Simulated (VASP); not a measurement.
Set up this calculation in VASP 6.6.1, as the native input.

| Quantity | Value |
| --- | --- |
| Task | single point |
| Functional | PBE |
| Potentials or basis | VASP PAW PBE potentials, release 64 (Al, As) |
| Cutoff | 500 eV |
| k mesh | 8 × 8 × 8 |
| Occupations | gaussian, width 0.05 eV |
| Spin | no spin polarisation |
| Dipole correction | no |
| Further INCAR settings | ALGO = Normal; EDIFF = 1e-06; NBANDS = 11 |

The structure of AlAs lies in POSCAR:

```
AlAs
1.0
    0.0000000000      2.7596400000      2.8304000000
    2.7596400000      0.0000000000      2.8304000000
    2.7596400000      2.7596400000      0.0000000000
Al As
1 1
Direct
    0.0000000000      0.0000000000      0.0000000000
    0.7500000000      0.7500000000      0.7500000000
```

This cell differs from its parent crystal: strain -0.025 along x and y, +0.000 along z.

One way to write it, as run:

INCAR

```
PREC = Accurate
ENCUT = 500
EDIFF = 1E-6
ISMEAR = 0
SIGMA = 0.05
LREAL = F
LASPH = T
NELM = 120
ALGO = Normal
ISIF = 2
LWAVE = F
LCHARG = T
GGA = PE
LELF = T
LVHAR = T
NBANDS = 11
GGA_COMPAT = F
```

KPOINTS

```
Automatic mesh
0
Gamma
  8 8 8
```

Potentials or basis: VASP PAW PBE potentials, release 64 (Al, As).

Command:

```console
$ cat potpaw_PBE.64/Al/POTCAR potpaw_PBE.64/As/POTCAR > POTCAR
$ mpirun -np 1 vasp_std > vasp.out
```

Results of the run:

- Pressure: 7.2 GPa
- Band gap on the k mesh: 1.25 eV, indirect (least direct gap 2.42 eV)

Caveat: the cell differs from its parent crystal (strain -0.025 along x and y, +0.000 along z).

Wall time 30 s on 1 thread of Intel(R) Xeon(R) Platinum 8175M CPU @ 2.50GHz (Skylake/Cascade Lake), with other jobs on the host, peak memory 0.17 GiB.
